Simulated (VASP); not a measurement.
Set up this calculation in VASP 6.6.1, as the native input.

* Task: single point
* Functional: PBE
* Potentials or basis: VASP PAW PBE potentials, release 64 (Sc_sv, Si)
* Cutoff: 520 eV
* k mesh: 5 × 9 × 9
* Occupations: methfessel-paxton, width 0.05 eV
* Spin: no spin polarisation
* Dipole correction: no
* Further INCAR settings: ALGO = Normal; EDIFF = 1e-06; NBANDS = 25

The structure of Sc2Si3 lies in POSCAR:

```
Sc2Si3
1.0
    6.4045930000      0.0000000000      0.0000000000
    0.0000000000      2.0413065223      3.5290963685
    0.0000000000     -2.0413065223      3.5290963685
Sc Si
2 3
Direct
    0.2362180000      0.0000380000      0.0000380000
    0.7637820000      0.0000380000      0.0000380000
    0.5000000000      0.3331795000      0.3331795000
    0.0000000000      0.3333970000      0.3333970000
    0.5000000000      0.6666550000      0.6666550000
```

These files were run (other wordings do the same):

INCAR

```
SYSTEM = Sc2Si3
PREC     = Accurate       ! precision mode
ENCUT    = 520            ! plane-wave cutoff, eV
EDIFF    = 1E-6           ! SCF threshold, eV
ISMEAR   = 1              ! smearing method
SIGMA    = 0.05           ! smearing width, eV
LREAL    = .FALSE.        ! projectors in reciprocal space
LASPH    = .TRUE.         ! aspherical terms in the spheres
NELM     = 100            ! most SCF steps
ALGO     = Normal         ! electronic algorithm
ISIF     = 2              ! what is computed and relaxed
LWAVE    = .FALSE.        ! write WAVECAR
LCHARG   = .TRUE.         ! write CHGCAR
GGA      = PE             ! functional
LELF     = .TRUE.         ! ELF
LVHAR    = .TRUE.       
NBANDS   = 25             ! bands
```

KPOINTS

```
Automatic mesh
0
G
  5 9 9
  0 0 0
```

Potentials or basis: VASP PAW PBE potentials, release 64 (Sc_sv, Si).

Command:

```sh
$ cat potpaw_PBE.64/Sc_sv/POTCAR potpaw_PBE.64/Si/POTCAR > POTCAR
$ mpirun -np 1 vasp_std > vasp.out
```

It gave:

```json
{
  "Pressure": "-0.2 GPa",
  "Largest force": "0.082 eV/Å",
  "Band gap on the k mesh": "zero (band 17 reaches 7.35 eV, above the bottom of band 18 at 5.86 eV)"
}
```

It took 63 s on 1 thread of Intel(R) Xeon(R) 6975P-C (Granite Rapids) (shared host), peak memory 0.29 GiB.
